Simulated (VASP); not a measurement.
# Ge6Mo2W (Fmmm) in VASP: single point with PBE

Aim: the single point of Ge6Mo2W with PBE.

Everything below comes from runs of VASP 6.6.1. Logs are shortened: lines on timing, memory, paths and dates and some standing lists are left out, and cuts for length are marked.

**1. The cell of the first run**

Symmetry: Fmmm, No. 69, orthorhombic system. The conventional cell has a = 4.721 Å, b = 8.287 Å, c = 14.166 Å, α = 90.00°, β = 90.00°, γ = 90.00°. Ge (site symmetry m) has 9 Ge at 2.69 to 3.34 Å and 4 Mo at 2.71 to 2.80 Å and 1 W at 2.72 Å within 3.5 Å. Within 3.5 Å of Ge (site symmetry m2m) lie 9 Ge at 2.69 to 3.34 Å and 3 W at 2.72 to 2.80 Å and 2 Mo at 2.72 Å. Mo (site symmetry mm2) has 10 Ge at 2.71 to 2.80 Å and 2 Mo at 3.33 Å and 2 W at 3.34 Å within 3.6 Å. W (site symmetry mmm) has 10 Ge at 2.72 to 2.80 Å and 4 Mo at 3.34 Å within 3.6 Å.

**2. Single point, PBE, collinear spin**

The input, INCAR:

```
SYSTEM = Ge6Mo2W
  PREC = Accurate
  ENCUT = 520
  EDIFF = 1E-6
  ISMEAR = 0
  SIGMA = 0.1
  LREAL = .False.
  LASPH = .True.
  NELM = 150
  ALGO = Fast
  ISIF = 2
  LWAVE = .False.
  LCHARG = .True.
  ISPIN = 2
  MAGMOM = 0 0 0 0 0 0 1 1 0
  LORBIT = 11
  LMAXMIX = 4
  GGA = PE
  LELF = .True.
  LVHAR = .True.
  NBANDS = 77
```

The input, KPOINTS:

```
regular mesh
0
Gamma
  4 4 4
  0 0 0
```

The input, POSCAR:

```
Ge6Mo2W
1.0
    0.0000000000      4.1435881000      7.0831402000
    2.3606701000      0.0000000000      7.0831402000
    2.3606701000      4.1435881000      0.0000000000
Ge Mo W
6 2 1
Direct
    0.4951650000      0.1711670000      0.8288330000
    0.8288330000      0.5048350000      0.4951650000
    0.1619990000      0.8380010000      0.1619990000
    0.1711670000      0.4951650000      0.5048350000
    0.5048350000      0.8288330000      0.1711670000
    0.8380010000      0.1619990000      0.8380010000
    0.8330240000      0.8330240000      0.1669760000
    0.1669760000      0.1669760000      0.8330240000
    0.5000000000      0.5000000000      0.5000000000
```

Potentials or basis: VASP PAW PBE potentials, release 64 (Ge_d, Mo_sv, W_sv).

Command:

```bash
cat potpaw_PBE.64/Ge_d/POTCAR potpaw_PBE.64/Mo_sv/POTCAR potpaw_PBE.64/W_sv/POTCAR > POTCAR
mpirun -np 1 vasp_std > vasp.out
```

OUTCAR:

```text
SYSTEM = Ge6Mo2W
   PREC = Accurate
   ENCUT = 520
   EDIFF = 1E-6
   ISMEAR = 0
   LREAL = .False.
   LASPH = .True.
   NELM = 150
   ISIF = 2
   ISPIN = 2
   LORBIT = 11
   GGA = PE

 ion  position               nearest neighbor table
   1  0.495  0.171  0.829-   4 2.69   8 2.71   7 2.72   7 2.72   9 2.72   5 2.77   4 2.77   4 2.77
                             6 2.78   7 2.80
   2  0.829  0.505  0.495-   5 2.69   7 2.71   8 2.72   8 2.72   9 2.72   4 2.77   5 2.77   5 2.77
                             6 2.78   8 2.80
   3  0.162  0.838  0.162-   6 2.69   9 2.72   9 2.72   7 2.72   8 2.72   6 2.77   6 2.77   5 2.78
                             4 2.78   9 2.80
   4  0.171  0.495  0.505-   1 2.69   8 2.71   7 2.72   7 2.72   9 2.72   2 2.77   1 2.77   1 2.77
                             3 2.78   7 2.80
   5  0.505  0.829  0.171-   2 2.69   7 2.71   8 2.72   8 2.72   9 2.72   1 2.77   2 2.77   2 2.77
                             3 2.78   8 2.80
   6  0.838  0.162  0.838-   3 2.69   9 2.72   9 2.72   7 2.72   8 2.72   3 2.77   3 2.77   2 2.78
                             1 2.78   9 2.80
   7  0.833  0.833  0.167-   2 2.71   5 2.71   1 2.72   1 2.72   4 2.72   4 2.72   3 2.72   6 2.72
                             1 2.80   4 2.80   8 3.33   8 3.33   9 3.34   9 3.34
   8  0.167  0.167  0.833-   1 2.71   4 2.71   2 2.72   2 2.72   5 2.72   5 2.72   3 2.72   6 2.72
                             5 2.80   2 2.80   7 3.33   7 3.33   9 3.34   9 3.34
   9  0.500  0.500  0.500-   3 2.72   3 2.72   6 2.72   6 2.72   4 2.72   5 2.72   1 2.72   2 2.72
                             3 2.80   6 2.80   8 3.34   7 3.34   8 3.34   7 3.34

  LATTYP: Found a face centered orthorhombic cell.
 ALAT       =     4.7213402000
 B/A-ratio  =     1.7552592800
 C/A-ratio  =     3.0004786353

  Lattice vectors:

 A1 = (   0.0000000000,   4.1435881000,   7.0831402000)
 A2 = (   2.3606701000,   0.0000000000,   7.0831402000)
 A3 = (   2.3606701000,   4.1435881000,   0.0000000000)

Analysis of symmetry for initial positions (statically):
=====================================================================
 Subroutine PRICEL returns:
 Original cell was already a primitive cell.

 Routine SETGRP: Setting up the symmetry group for a
 face centered orthorhombic supercell.

 Subroutine GETGRP returns: Found  8 space group operations
 (whereof  8 operations were pure point group operations)
 out of a pool of  8 trial point group operations.

The static configuration has the point symmetry D_2h.

Analysis of symmetry for dynamics (positions and initial velocities):
=====================================================================
 Subroutine PRICEL returns:
 Original cell was already a primitive cell.

 Routine SETGRP: Setting up the symmetry group for a
 face centered orthorhombic supercell.

 Subroutine GETGRP returns: Found  8 space group operations
 (whereof  8 operations were pure point group operations)
 out of a pool of  8 trial point group operations.

The dynamic configuration has the point symmetry D_2h.

Analysis of structural, dynamic, and magnetic symmetry:
=====================================================================
 Subroutine PRICEL returns:
 Original cell was already a primitive cell.

 Routine SETGRP: Setting up the symmetry group for a
 face centered orthorhombic supercell.

 Subroutine GETGRP returns: Found  8 space group operations
 (whereof  8 operations were pure point group operations)
 out of a pool of  8 trial point group operations.

The overall configuration has the point symmetry D_2h.

 Subroutine INISYM returns: Found  8 space group operations
 (whereof  8 operations are pure point group operations),
 and found     1 'primitive' translations

----------------------------------------------------------------------------------------

                                     Primitive cell

  volume of cell :     138.5695

  direct lattice vectors                    reciprocal lattice vectors
     0.000000000  4.143588100  7.083140200    -0.211804267  0.120668365  0.070590160
     2.360670100  0.000000000  7.083140200     0.211804267 -0.120668365  0.070590160
     2.360670100  4.143588100  0.000000000     0.211804267  0.120668365 -0.070590160

[... 81 lines left out ...]
   PREC   = accura    normal or accurate (medium, high low for compatibility)
   ISTART =      0    job   : 0-new  1-cont  2-samecut
   ICHARG =      2    charge: 1-file 2-atom 10-const
   ISPIN  =      2    spin polarized calculation?
   LNONCOLLINEAR =      F non collinear calculations
   LSORBIT =      F    spin-orbit coupling
   LASPH  =      T    aspherical Exc in radial PAW
   ENCUT  =  520.0 eV  38.22 Ry    6.18 a.u.  15.26 13.88  8.87*2*pi/ulx,y,z
   NELM   =    150;   NELMIN=  2; NELMDL= -5     # of ELM steps
   EDIFF  = 0.1E-05   stopping-criterion for ELM
   LREAL  =      F    real-space projection
   EDIFFG = 0.1E-04   stopping-criterion for IOM
   NSW    =      0    number of steps for IOM
   IBRION =     -1    ionic relax: 0-MD 1-quasi-New 2-CG
   NFREE  =      0    steps in history (QN), initial steepest desc. (CG)
   ISIF   =      2    stress and relaxation
   ISYM   =      2    0-nonsym 1-usesym 2-fastsym
   POTIM  = 0.5000    time-step for ionic-motion
   TEBEG  =    0.0;   TEEND  =   0.0 temperature during run
   PSTRESS=    0.0 pullay stress
   NELECT =     126.0000    total number of electrons
   NUPDOWN=      -1.0000    fix difference up-down
   EMIN   =  10.00;   EMAX   =-10.00  energy-range for DOS
   EFERMI =   0.00;   METHOD = LEGACY
   ISMEAR =     0;   SIGMA  =   0.10  broadening in eV -4-tet -1-fermi 0-gaus
   EFERMI_NEDOS =   21; number of points for ismear=-14 and -15
   IALGO  =     68    algorithm
   IMIX   =      4    mixing-type and parameters
     AMIX     =   0.40;   BMIX     =  1.00
     AMIX_MAG =   1.60;   BMIX_MAG =  1.00
  volume/ion in A,a.u.               =      15.40       103.90
  Fermi-wavevector in a.u.,A,eV,Ry     =   1.586022  2.997146 34.224974  2.515465
  Thomas-Fermi vector in A             =   2.685397
   LORBIT       =     11    0 simple, 1 ext, 2 COOP (PROOUT), +10 PAW based schemes
   GGA     = PE    functional components
   LHFCALC =     F    Hartree Fock is set to
   AEXX    =    0.0000 exact exchange contribution
   IVDW    =     0    specifies the selected vdW correction
   LEPSILON=     F    determine dielectric tensor
   LRPA    =     F    only Hartree local field effects (RPA)
 spin polarized calculation
 RMM-DIIS sequential band-by-band and
 Gauss-broadening in eV      SIGMA  =   0.10
  energy-cutoff  :      520.00
  volume of cell :      138.57
 maximum number of plane-waves:      3754
 NGX is ok and might be reduce to    64
   NGX = 31   NGY = 27   NGZ = 17

 number of electron     125.9999973 magnetization      -0.0003000

 number of electron     125.9999973 magnetization       0.0000208

 Free energy of the ion-electron system (eV)
  ---------------------------------------------------
  ext. energy  EPLUGINS =         0.00000000
  ---------------------------------------------------
  free energy    TOTEN  =       -62.56022162 eV

  energy without entropy =      -62.54934485  energy(sigma->0) =      -62.55478323

 E-fermi :  10.0138     XC(G=0): -12.7731

 val. band max:        9.9356363165   @ k =   0.5000   0.2500   0.2500
 cond. band min:      10.0182177987   @ k =   0.5000   0.0000   0.0000
 fundamental gap:      0.0825814823
 Fermi energy:        10.0138027774

 spin component 1

 k-point     1 :       0.0000    0.0000    0.0000
  band No.  band energies     occupation
      1     -63.9214      1.00000
      2     -50.7935      1.00000
      3     -50.7833      1.00000
      4     -28.1795      1.00000
      5     -28.1782      1.00000
      6     -28.1276      1.00000
[... 1393 lines left out ...]
     74      14.5753      0.00000
     75      15.5606      0.00000
 Fermi energy:        10.0138027774

 spin component 2

 k-point     1 :       0.0000    0.0000    0.0000
  band No.  band energies     occupation
      1     -63.9214      1.00000
      2     -50.7934      1.00000
      3     -50.7832      1.00000
      4     -28.1795      1.00000
      5     -28.1782      1.00000
      6     -28.1276      1.00000
[... 1393 lines left out ...]
     74      14.5722      0.00000
     75      15.4987      0.00000
 [bands above 75 left out]

------------------------ aborting loop because EDIFF is reached ----------------------------------------

  FORCE on cell =-STRESS in cart. coord.  units (eV):
  Direction    XX          YY          ZZ          XY          YZ          ZX
  --------------------------------------------------------------------------------------
  -------------------------------------------------------------------------------------
  Total        0.0332298      0.1090955      0.5379345      0.0000000      0.0000000      0.0000000
  in kB        0.3842120      1.2613906      6.2197404      0.0000000      0.0000000      0.0000000
  external PRESSURE =       2.6217810 kB  Pullay stress =       0.0000000 kB

 VOLUME and BASIS-vectors are now :
 -----------------------------------------------------------------------------
  energy-cutoff  :      520.00
  volume of cell :      138.57
      direct lattice vectors                 reciprocal lattice vectors
     0.000000000  4.143588100  7.083140200    -0.211804267  0.120668365  0.070590160
     2.360670100  0.000000000  7.083140200     0.211804267 -0.120668365  0.070590160
     2.360670100  4.143588100  0.000000000     0.211804267  0.120668365 -0.070590160

 POSITION                                       TOTAL-FORCE (eV/Angst)
 -----------------------------------------------------------------------------------
      2.36067      5.48610      4.71972         0.000000     -0.004805     -0.000647
      2.36067      5.48610      9.44656         0.000000     -0.004805      0.000647
      2.36067      1.34251      7.08314         0.000000     -0.003453      0.000000
      2.36067      2.80107      4.71972         0.000000      0.004805     -0.000647
      2.36067      2.80107      9.44656         0.000000      0.004805      0.000647
      2.36067      6.94466      7.08314         0.000000      0.003453      0.000000
      2.36067      4.14359     11.80085         0.000000     -0.000000      0.001114
      2.36067      4.14359      2.36543         0.000000     -0.000000     -0.001114
      2.36067      4.14359      7.08314         0.000000      0.000000      0.000000
 -----------------------------------------------------------------------------------
    total drift:                               -0.000000     -0.000000      0.000000

  FREE ENERGIE OF THE ION-ELECTRON SYSTEM (eV)
  ---------------------------------------------------
  free  energy   TOTEN  =       -62.5602216188 eV

  energy  without entropy=      -62.5493448492  energy(sigma->0) =      -62.55478323

 total charge

# of ion       s       p       d       tot
------------------------------------------
    1        1.128   1.194  10.090  12.413
    2        1.128   1.194  10.090  12.413
    3        1.126   1.201  10.094  12.420
    4        1.128   1.194  10.090  12.413
    5        1.128   1.194  10.090  12.413
    6        1.126   1.201  10.094  12.420
    7        2.246   6.150   4.045  12.441
    8        2.246   6.150   4.045  12.441
    9        2.293   6.232   3.462  11.987
--------------------------------------------------
tot         13.550  25.710  72.102 111.361

 magnetization (x)

# of ion       s       p       d       tot
------------------------------------------
    1       -0.000  -0.000  -0.000  -0.000
    2       -0.000  -0.000  -0.000  -0.000
    3        0.000  -0.000   0.000  -0.000
    4       -0.000  -0.000  -0.000  -0.000
    5       -0.000  -0.000  -0.000  -0.000
    6        0.000  -0.000   0.000  -0.000
    7        0.000   0.000   0.000   0.000
    8        0.000   0.000   0.000   0.000
    9       -0.000  -0.000  -0.000  -0.000
--------------------------------------------------
tot         -0.000  -0.000   0.000   0.000
```

Wall time 20 min (1 thread of Oxide Virtual Turin-like, shared host); peak memory 0.58 GiB.

Results:

```yaml
Free_energy: -62.5602 eV
Pressure: 0.3 GPa
Largest_force: 0.005 eV/Å
Band_gap_on_the_k_mesh: zero (filled and empty bands overlap)
Net_moment: 0.00 μB per cell
Valence_electrons_inside_the_program's_atomic_spheres: Ge 12.41, 12.42 (each value once); Mo 12.44; W 11.99
```

Forces in eV/Å, atoms in the order of the input:
```
Ge   0.000 -0.005 -0.001
Ge   0.000 -0.005  0.001
Ge   0.000 -0.003  0.000
Ge   0.000  0.005 -0.001
Ge   0.000  0.005  0.001
Ge   0.000  0.003  0.000
Mo   0.000  0.000  0.001
Mo   0.000  0.000 -0.001
W    0.000  0.000  0.000
```

Stress tensor (GPa, compression positive):
```
0.04 0.00 0.00
0.00 0.13 0.00
0.00 0.00 0.62
```

Caveat: the k points lie up to 0.40 Å⁻¹ apart, too coarse for converged energies and pressures of a metal; spin-orbit coupling is left out, which moves the levels of the heavy elements.

The gap in the log of VASP goes by the Fermi energy; the results here count the filled bands.